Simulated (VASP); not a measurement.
Set up this calculation in VASP 6.6.1, as the native input.

```
Task                   : single point
Functional             : PBE
Dispersion             : D3(BJ)
Potentials or basis    : VASP PAW PBE potentials, release 64 (B, N)
Cutoff                 : 520 eV
k mesh                 : 12 × 12 × 12
Occupations            : gaussian, width 0.05 eV
Spin                   : no spin polarisation
Dipole correction      : no
Further INCAR settings : ALGO = Normal; EDIFF = 1e-06; NBANDS = 11
```

The structure of BN lies in POSCAR:

```
BN
1.0
    0.0000000000      3.4062718333      2.1688319106
    1.2287656182      0.0000000000      2.1688319106
    1.2287656182      3.4062718333      0.0000000000
B N
1 1
Direct
    0.0001068737      0.0001068737      0.9998931263
    0.6665931163      0.6665931163      0.3334068837
```

This cell differs from its parent crystal: strain -0.0200 x Voigt [1, -1, 0, 0, 0, 0].

These files were run (other wordings do the same):

INCAR

```
SYSTEM = BN
ALGO     = Normal         ! electronic algorithm
EDIFF    = 1E-6           ! SCF threshold, eV
ENCUT    = 520            ! plane-wave cutoff, eV
GGA      = PE             ! functional
ISIF     = 2              ! what is computed and relaxed
ISMEAR   = 0              ! smearing method
IVDW     = 12             ! dispersion correction
LASPH    = .TRUE.         ! aspherical terms in the spheres
LCHARG   = .FALSE.        ! write CHGCAR
LREAL    = .FALSE.        ! projectors in reciprocal space
LWAVE    = .FALSE.        ! write WAVECAR
NBANDS   = 11             ! bands
NELM     = 80             ! most SCF steps
PREC     = Accurate       ! precision mode
SIGMA    = 0.05           ! smearing width, eV
```

KPOINTS

```
k-points
0
G
  12 12 12
  0 0 0
```

Potentials or basis: VASP PAW PBE potentials, release 64 (B, N).

Run with:

```bash
$ cat potpaw_PBE.64/B/POTCAR potpaw_PBE.64/N/POTCAR > POTCAR
$ mpirun -np 1 vasp_std > vasp.out
```

Results of the run:

```yaml
Pressure: 7.4 GPa
Largest_force: 0.288 eV/Å
Band_gap_on_the_k_mesh: 3.70 eV (least direct gap 4.63 eV)
Dispersion_energy_per_atom: -0.139 eV
```

Caveat: the cell differs from its parent crystal (strain -0.0200 x Voigt [1, -1, 0, 0, 0, 0]); the cell stands under pressure.

Run time: 66 s on 1 thread of Intel(R) Xeon(R) Platinum 8259CL CPU @ 2.50GHz (Skylake/Cascade Lake) (shared host), peak memory 0.19 GiB.
